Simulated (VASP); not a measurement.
Set up this calculation in VASP 6.6.1, as the native input.

* Task: single point
* Functional: PBE
* Potentials or basis: VASP PAW PBE potentials, release 64 (Na_pv, Cl)
* Cutoff: 520 eV
* k mesh: 8 × 8 × 8
* Occupations: gaussian, width 0.05 eV
* Spin: no spin polarisation
* Dipole correction: no
* Further INCAR settings: ALGO = Normal; EDIFF = 1e-07; NBANDS = 14

The structure of NaCl lies in POSCAR:

```
NaCl
1.0
    3.3088522109      0.0000000000      0.0000000000
    0.0000000000      3.3088522109      0.0000000000
    0.0000000000      0.0000000000      3.3088522109
Na Cl
1 1
Direct
    0.0000000000      0.0000000000      0.0000000000
    0.5000000000      0.5000000000      0.5000000000
```

This cell differs from its parent crystal: volume scaled by 0.840.

One way to write it, as run:

INCAR

```
SYSTEM = NaCl
ALGO = Normal
EDIFF = 1E-7
ENCUT = 520
GGA = PE
ISIF = 2
ISMEAR = 0
LASPH = .True.
LCHARG = .False.
LREAL = .False.
LWAVE = .False.
NBANDS = 14
NELM = 100
PREC = Accurate
SIGMA = 0.05
```

KPOINTS

```
k-points
0
Gamma
  8 8 8
  0 0 0
```

Potentials or basis: VASP PAW PBE potentials, release 64 (Na_pv, Cl).

Command:

```bash
$ cat potpaw_PBE.64/Na_pv/POTCAR potpaw_PBE.64/Cl/POTCAR > POTCAR
$ mpirun -np 1 vasp_std > vasp.out
```

Results of the run:

| Item | Value |
| --- | --- |
| Pressure | 6.7 GPa |
| Band gap on the k mesh | 4.63 eV, indirect (least direct gap 5.28 eV) |

Wall time 16 s on 1 thread of Intel(R) Xeon(R) 6975P-C (Granite Rapids), with other jobs on the host, peak memory 0.15 GiB.
